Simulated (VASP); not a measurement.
Here is a VASP 6.6.1 calculation.

Contents of INCAR:

```
ALGO = Normal
EDIFF = 1E-6
ENCUT = 520
GGA = PE
ISIF = 2
ISMEAR = 0
LASPH = True
LCHARG = True
LELF = True
LREAL = False
LVHAR = True
LWAVE = False
NBANDS = 18
NELM = 60
PREC = Accurate
SIGMA = 0.1
```

Contents of KPOINTS:

```
k-points
0
Gamma
  6 6 6
```

File POSCAR:

```
KSi3
1.0
   -2.1017146351      2.1017146351      5.0448057384
    2.1017146351     -2.1017146351      5.0448057384
    2.1017146351      2.1017146351     -5.0448057384
K Si
1 3
Direct
    0.0000000000      0.0000000000      0.0000000000
    0.3810548544      0.3810548544      0.0000000000
    0.7500000000      0.2500000000      0.5000000000
    0.6189451456      0.6189451456      0.0000000000
```

Potentials or basis: VASP PAW PBE potentials, release 64 (K_sv, Si).

Command:

```sh
$ cat potpaw_PBE.64/K_sv/POTCAR potpaw_PBE.64/Si/POTCAR > POTCAR
$ mpirun -np 1 vasp_std > vasp.out
```

Question: Estimate the band gap on the k mesh.

Answer: Zero (an odd number of electrons rules out a gap without spin polarisation).

Question: Estimate the largest force.

Answer: 0.003 eV/Å.

Forces in eV/Å, atoms in the order of the input:
```
K    0.000  0.000  0.000
Si   0.000  0.000 -0.003
Si   0.000  0.000  0.000
Si   0.000  0.000  0.003
```
